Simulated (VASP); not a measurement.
# S (Fddd) in VASP: single point with PBE

Aim: the single point of S with PBE.

All numbers are computed with VASP 6.6.1; they aren't measurements. Logs are shortened: lines on timing, memory, paths and dates and some standing lists are left out, and cuts for length are marked.

### Step 1. The cell of the first run

Symmetry: Fddd, No. 70, orthorhombic system. The conventional cell has a = 12.338 Å, b = 15.061 Å, c = 25.655 Å, α = 90.00°, β = 90.00°, γ = 90.00°. S (site symmetry 1) has 2 S at 2.07 Å within 2.7 Å. Within 2.7 Å of S (site symmetry 1) lie 2 S at 2.07 Å. Within 2.7 Å of S (site symmetry 1) lie 2 S at 2.07 Å. Within 2.7 Å of S (site symmetry 1) lie 2 S at 2.07 Å.

### Step 2. Single point, PBE

The input, INCAR:

```
SYSTEM = S
  ALGO = Normal
  EDIFF = 1E-6
  ENCUT = 520
  GGA = PE
  ISIF = 2
  ISMEAR = -1
  KPAR = 4
  LASPH = .True.
  LCHARG = .True.
  LREAL = Auto
  LVHAR = .True.
  LWAVE = .False.
  NBANDS = 118
  NELM = 80
  PREC = Accurate
  SIGMA = 0.05
```

The input, KPOINTS:

```
k-points
0
Gamma
  3 3 3
  0 0 0
```

The input, POSCAR:

```
S
1.0
    0.0000000000      7.5305200440     12.8273141054
    6.1689805726      0.0000000000     12.8273141054
    6.1689805726      7.5305200440      0.0000000000
S
32
Direct
    0.3676640198      0.4676018967      0.4979787290
    0.6667553545      0.4979787290      0.4676018967
    0.4979787290      0.6667553545      0.3676640198
    0.4676018967      0.3676640198      0.6667553545
    0.5832446455      0.7520212710      0.7823981033
    0.7520212710      0.5832446455      0.8823359802
    0.7823981033      0.8823359802      0.5832446455
    0.8823359802      0.7823981033      0.7520212710
    0.2472472019      0.3448634024      0.4866263598
    0.9212630359      0.4866263598      0.3448634024
    0.4866263598      0.9212630359      0.2472472019
    0.3448634024      0.2472472019      0.9212630359
    0.3287369641      0.7633736402      0.9051365976
    0.7633736402      0.3287369641      0.0027527981
    0.9051365976      0.0027527981      0.3287369641
    0.0027527981      0.9051365976      0.7633736402
    0.4205777674      0.3138835469      0.3964734671
    0.8690652187      0.3964734671      0.3138835469
    0.3964734671      0.8690652187      0.4205777674
    0.3138835469      0.4205777674      0.8690652187
    0.3809347813      0.8535265329      0.9361164531
    0.8535265329      0.3809347813      0.8294222326
    0.9361164531      0.8294222326      0.3809347813
    0.8294222326      0.9361164531      0.8535265329
    0.8583532518      0.6507360640      0.1941270804
    0.6507360640      0.8583532518      0.2967836038
    0.1941270804      0.2967836038      0.8583532518
    0.2967836038      0.1941270804      0.6507360640
    0.5992639360      0.3916467482      0.9532163962
    0.0558729196      0.9532163962      0.3916467482
    0.9532163962      0.0558729196      0.5992639360
    0.3916467482      0.5992639360      0.0558729196
```

Potentials or basis: VASP PAW PBE potentials, release 64 (S).

On the command line:

```
$ cat potpaw_PBE.64/S/POTCAR > POTCAR
$ mpirun -np 4 vasp_std > vasp.out
```

OUTCAR:

```text
SYSTEM = S
   EDIFF = 1E-6
   ENCUT = 520
   GGA = PE
   ISIF = 2
   ISMEAR = -1
   LASPH = .True.
   LREAL = Auto
   NELM = 80
   PREC = Accurate

 ion  position               nearest neighbor table
   1  0.368  0.468  0.498-   4 2.07  17 2.07
   2  0.667  0.498  0.468-   3 2.07  18 2.07
   3  0.498  0.667  0.368-   2 2.07  19 2.07
   4  0.468  0.368  0.667-   1 2.07  20 2.07
   5  0.583  0.752  0.782-   6 2.07  21 2.07
   6  0.752  0.583  0.882-   5 2.07  22 2.07
[... 24 lines left out ...]
  31  0.953  0.056  0.599-  16 2.07  30 2.07
  32  0.392  0.599  0.056-  13 2.07  29 2.07

  LATTYP: Found a face centered orthorhombic cell.
 ALAT       =    12.3379611452
 B/A-ratio  =     1.2207073690
 C/A-ratio  =     2.0793247692

  Lattice vectors:

 A1 = (   0.0000000000,   7.5305200440,  12.8273141054)
 A2 = (   6.1689805726,   0.0000000000,  12.8273141054)
 A3 = (   6.1689805726,   7.5305200440,   0.0000000000)

Analysis of symmetry for initial positions (statically):
=====================================================================
 Subroutine PRICEL returns:
 Original cell was already a primitive cell.

 Routine SETGRP: Setting up the symmetry group for a
 face centered orthorhombic supercell.

 Subroutine GETGRP returns: Found  8 space group operations
 (whereof  4 operations were pure point group operations)
 out of a pool of  8 trial point group operations.

The static configuration has the point symmetry D_2 .
 The point group associated with its full space group is D_2h.

Analysis of symmetry for dynamics (positions and initial velocities):
=====================================================================
 Subroutine PRICEL returns:
 Original cell was already a primitive cell.

 Routine SETGRP: Setting up the symmetry group for a
 face centered orthorhombic supercell.

 Subroutine GETGRP returns: Found  8 space group operations
 (whereof  4 operations were pure point group operations)
 out of a pool of  8 trial point group operations.

The dynamic configuration has the point symmetry D_2 .
 The point group associated with its full space group is D_2h.

 Subroutine INISYM returns: Found  8 space group operations
 (whereof  4 operations are pure point group operations),
 and found     1 'primitive' translations

----------------------------------------------------------------------------------------

                                     Primitive cell

  volume of cell :    1191.8020

  direct lattice vectors                    reciprocal lattice vectors
     0.000000000  7.530520044 12.827314105    -0.081050669  0.066396477  0.038979321
     6.168980573  0.000000000 12.827314105     0.081050669 -0.066396477  0.038979321
     6.168980573  7.530520044  0.000000000     0.081050669  0.066396477 -0.038979321

  length of vectors
    14.874431730 14.233633003  9.734734379     0.111790387  0.111790387  0.111790387

  position of ions in fractional coordinates (direct lattice)
     0.367664020  0.467601897  0.497978729
     0.666755354  0.497978729  0.467601897
     0.497978729  0.666755354  0.367664020
     0.467601897  0.367664020  0.666755354
     0.583244646  0.752021271  0.782398103
     0.752021271  0.583244646  0.882335980
[... 24 lines left out ...]
     0.953216396  0.055872920  0.599263936
     0.391646748  0.599263936  0.055872920

  ion indices of the primitive-cell ions
   primitive index   ion index
                 1           1
                 2           2
                 3           3
                 4           4
                 5           5
                 6           6
[... 24 lines left out ...]
                31          31
                32          32

----------------------------------------------------------------------------------------

 KPOINTS: k-points

Automatic generation of k-mesh.
 Grid dimensions read from file:
 generate k-points for:    3    3    3

 Generating k-lattice:

  Cartesian coordinates                     Fractional coordinates (reciprocal lattice)
    -0.027016890  0.022132159  0.012993107     0.333333333  0.000000000  0.000000000
     0.027016890 -0.022132159  0.012993107     0.000000000  0.333333333  0.000000000
     0.027016890  0.022132159 -0.012993107    -0.000000000 -0.000000000  0.333333333

  Length of vectors
     0.037263462  0.037263462  0.037263462

  Shift w.r.t. Gamma in fractional coordinates (k-lattice)
     0.000000000  0.000000000  0.000000000

 Subroutine IBZKPT returns following result:
 ===========================================

 Found      8 irreducible k-points:

 Following reciprocal coordinates:
            Coordinates               Weight
  0.000000  0.000000  0.000000      1.000000
  0.333333 -0.000000  0.000000      8.000000
  0.333333  0.333333  0.000000      2.000000
 -0.333333  0.333333  0.000000      4.000000
  0.333333  0.000000  0.333333      2.000000
 -0.333333  0.000000  0.333333      4.000000
  0.000000  0.333333  0.333333      2.000000
 -0.333333  0.333333  0.333333      4.000000
   k-points           NKPTS =      8   k-points in BZ     NKDIM =      8   number of bands    NBANDS=    118
   number of dos      NEDOS =    301   number of ions     NIONS =     32
   total plane-waves  NPLWV = 870912
   dimension x,y,z NGX =   112 NGY =  108 NGZ =   72
   dimension x,y,z NGXF=   224 NGYF=  216 NGZF=  144
   ions per type =              32
   NGX,Y,Z   is equivalent  to a cutoff of  12.52, 12.61, 12.30 a.u.
   NGXF,Y,Z  is equivalent  to a cutoff of  25.04, 25.23, 24.59 a.u.
 SYSTEM =  S
   PREC   = accura    normal or accurate (medium, high low for compatibility)
   ISTART =      0    job   : 0-new  1-cont  2-samecut
   ICHARG =      2    charge: 1-file 2-atom 10-const
   ISPIN  =      1    spin polarized calculation?
   LNONCOLLINEAR =      F non collinear calculations
   LSORBIT =      F    spin-orbit coupling
   LASPH  =      T    aspherical Exc in radial PAW
   ENCUT  =  520.0 eV  38.22 Ry    6.18 a.u.  27.66 26.47 18.10*2*pi/ulx,y,z
   NELM   =     80;   NELMIN=  2; NELMDL= -5     # of ELM steps
   EDIFF  = 0.1E-05   stopping-criterion for ELM
   LREAL  =      T    real-space projection
   EDIFFG = 0.1E-04   stopping-criterion for IOM
   NSW    =      0    number of steps for IOM
   IBRION =     -1    ionic relax: 0-MD 1-quasi-New 2-CG
   NFREE  =      0    steps in history (QN), initial steepest desc. (CG)
   ISIF   =      2    stress and relaxation
   ISYM   =      2    0-nonsym 1-usesym 2-fastsym
   POTIM  = 0.5000    time-step for ionic-motion
   TEBEG  =    0.0;   TEEND  =   0.0 temperature during run
   PSTRESS=    0.0 pullay stress
   NELECT =     192.0000    total number of electrons
   NUPDOWN=      -1.0000    fix difference up-down
   EMIN   =  10.00;   EMAX   =-10.00  energy-range for DOS
   EFERMI =   0.00;   METHOD = LEGACY
   ISMEAR =    -1;   SIGMA  =   0.05  broadening in eV -4-tet -1-fermi 0-gaus
   EFERMI_NEDOS =   21; number of points for ismear=-14 and -15
   IALGO  =     38    algorithm
   IMIX   =      4    mixing-type and parameters
     AMIX     =   0.40;   BMIX     =  1.00
     AMIX_MAG =   1.60;   BMIX_MAG =  1.00
  volume/ion in A,a.u.               =      37.24       251.33
  Fermi-wavevector in a.u.,A,eV,Ry     =   0.890787  1.683343 10.796243  0.793501
  Thomas-Fermi vector in A             =   2.012523
   LORBIT       =      0    0 simple, 1 ext, 2 COOP (PROOUT), +10 PAW based schemes
   GGA     = PE    functional components
   LHFCALC =     F    Hartree Fock is set to
   AEXX    =    0.0000 exact exchange contribution
   IVDW    =     0    specifies the selected vdW correction
   LEPSILON=     F    determine dielectric tensor
   LRPA    =     F    only Hartree local field effects (RPA)
 non-spin polarized calculation
  energy-cutoff  :      520.00
  volume of cell :     1191.80
 maximum number of plane-waves:     32122
 NGX is ok and might be reduce to   112
   NGX = 55   NGY = 53   NGZ = 37

 number of electron     191.9999998 magnetization

 Free energy of the ion-electron system (eV)
  ---------------------------------------------------
  ext. energy  EPLUGINS =         0.00000000
  ---------------------------------------------------
  free energy    TOTEN  =      -132.30852819 eV

  energy without entropy =     -132.30852819  energy(sigma->0) =     -132.30852819

 E-fermi :   0.3832     XC(G=0):  -6.5087

 val. band max:       -0.7837531491   @ k =   0.0000   0.0000   0.0000
 cond. band min:       1.9391579496   @ k =   0.0000   0.3333   0.3333
 fundamental gap:      2.7229110987
 Fermi energy:         0.3832099245

 k-point     1 :       0.0000    0.0000    0.0000
  band No.  band energies     occupation
      1     -16.5519      2.00000
      2     -16.5190      2.00000
      3     -16.5176      2.00000
      4     -16.5161      2.00000
      5     -15.7609      2.00000
      6     -15.7486      2.00000
[... 100 lines left out ...]
    107       2.5054      0.00000
    108       2.5216      0.00000

 k-point     2 :       0.3333   -0.0000    0.0000
  band No.  band energies     occupation
      1     -16.5430      2.00000
      2     -16.5235      2.00000
      3     -16.5217      2.00000
      4     -16.5159      2.00000
      5     -15.7576      2.00000
      6     -15.7493      2.00000
[... 658 lines left out ...]
 k-point     8 :      -0.3333    0.3333    0.3333
  band No.  band energies     occupation
      1     -16.5359      2.00000
      2     -16.5264      2.00000
      3     -16.5210      2.00000
      4     -16.5201      2.00000
      5     -15.7527      2.00000
      6     -15.7516      2.00000
[... 100 lines left out ...]
    107       2.5838      0.00000
    108       2.6416      0.00000
 [bands above 108 left out]

------------------------ aborting loop because EDIFF is reached ----------------------------------------

  FORCE on cell =-STRESS in cart. coord.  units (eV):
  Direction    XX          YY          ZZ          XY          YZ          ZX
  --------------------------------------------------------------------------------------
  -------------------------------------------------------------------------------------
  Total       -2.0754175     -2.3425059     -3.0951005      0.0000000      0.0000000      0.0000000
  in kB       -2.7900498     -3.1491053     -4.1608422      0.0000000      0.0000000      0.0000000
  external PRESSURE =      -3.3666658 kB  Pullay stress =       0.0000000 kB

 VOLUME and BASIS-vectors are now :
 -----------------------------------------------------------------------------
  energy-cutoff  :      520.00
  volume of cell :     1191.80
      direct lattice vectors                 reciprocal lattice vectors
     0.000000000  7.530520044 12.827314105    -0.081050669  0.066396477  0.038979321
     6.168980573  0.000000000 12.827314105     0.081050669 -0.066396477  0.038979321
     6.168980573  7.530520044  0.000000000     0.081050669  0.066396477 -0.038979321

 POSITION                                       TOTAL-FORCE (eV/Angst)
 -----------------------------------------------------------------------------------
      5.95665      6.51874     10.71422        -0.045843      0.076461     -0.068168
      5.95665      8.54230     14.94041        -0.045843     -0.076461      0.068168
      6.38131      6.51874     14.94041         0.045843      0.076461      0.068168
      6.38131      8.54230     10.71422         0.045843     -0.076461     -0.068168
      9.46580     10.28400     17.12788         0.045843      0.076461     -0.068168
      9.04114     12.30756     17.12788        -0.045843     -0.076461     -0.068168
[... 24 lines left out ...]
      4.04153     11.69098     12.94391        -0.083021      0.030280     -0.067000
      4.04153      3.37006     12.71072        -0.083021     -0.030280      0.067000
 -----------------------------------------------------------------------------------
    total drift:                               -0.000004     -0.000004     -0.000007

  FREE ENERGIE OF THE ION-ELECTRON SYSTEM (eV)
  ---------------------------------------------------
  free  energy   TOTEN  =      -132.3085281902 eV

  energy  without entropy=     -132.3085281902  energy(sigma->0) =     -132.30852819
```

It took 11 min on 4 MPI ranks of Intel Xeon Platinum 8375C at 2.90GHz (Ice Lake), shared host; peak memory 1.9 GiB.

Results:

| Quantity | Value |
| --- | --- |
| Free energy | -132.3085 eV |
| Pressure | -0.3 GPa |
| Largest force | 0.113 eV/Å |
| Band gap on the k mesh | 2.72 eV (least direct gap 2.75 eV) |

Forces on the atoms (eV/Å):
```
S   -0.046  0.076 -0.068
S   -0.046 -0.076  0.068
S    0.046  0.076  0.068
S    0.046 -0.076 -0.068
S    0.046  0.076 -0.068
S   -0.046 -0.076 -0.068
S   -0.046  0.076  0.068
S    0.046 -0.076  0.068
S   -0.021  0.105  0.026
S   -0.021 -0.105 -0.026
S    0.021  0.105 -0.026
S    0.021 -0.105  0.026
S    0.021  0.105  0.026
S   -0.021 -0.105  0.026
S   -0.021  0.105 -0.026
S    0.021 -0.105 -0.026
S    0.109 -0.005 -0.026
S    0.109  0.005  0.026
S   -0.109 -0.005  0.026
S   -0.109  0.005 -0.026
S   -0.109 -0.005 -0.026
S    0.109  0.005 -0.026
S    0.109 -0.005  0.026
S   -0.109  0.005  0.026
S    0.083  0.030 -0.067
S   -0.083 -0.030 -0.067
S   -0.083  0.030  0.067
S    0.083 -0.030  0.067
S    0.083  0.030  0.067
S    0.083 -0.030 -0.067
S   -0.083  0.030 -0.067
S   -0.083 -0.030  0.067
```

Caveat: this functional lacks dispersion, which holds the molecules together, so the pressure and a relaxed volume are unreliable; an odd mesh through Γ misses points on the zone boundary, where band edges can lie.
